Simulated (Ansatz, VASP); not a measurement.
# ZnS: VASP beside Ansatz

```xyz
2
Lattice="0.0000 2.7020 2.7020 2.7020 0.0000 2.7020 2.7020 2.7020 0.0000" Properties=species:S:1:pos:R:3 pbc="T T T"
Zn    1.3510    1.3510    1.3510
S     0.0000    0.0000    0.0000
```

Alike in both runs: task relaxation of cell and atoms; functional PBEsol; k mesh 8 × 8 × 8; occupations fermi-dirac, width 0.02 eV; no spin polarisation.

```csv
,VASP,Ansatz
version,VASP 6.6.1,Ansatz 0.2.0
potentials or method,"VASP PAW PBE potentials, release 64 (Zn, S), cutoff 600 eV",PAW plane waves
valence electrons in the cell,18,18
```

VASP gave:

- gap on the k mesh at the Fermi level, each at its own relaxed structure (eV): 2.08
- relaxed volume (Å³/atom): 19.26
- relaxed cell length with the largest relative difference (Å): 3.791

**Question.** What did Ansatz give for the same quantities?

**Answer.** gap on the k mesh at the Fermi level, each at its own relaxed structure (eV): 2.08; relaxed volume (Å³/atom): 19.20; relaxed cell length with the largest relative difference (Å): 3.787.

VASP's potentials were made for PBE, not for PBEsol, and Ansatz warns of the same on its side.
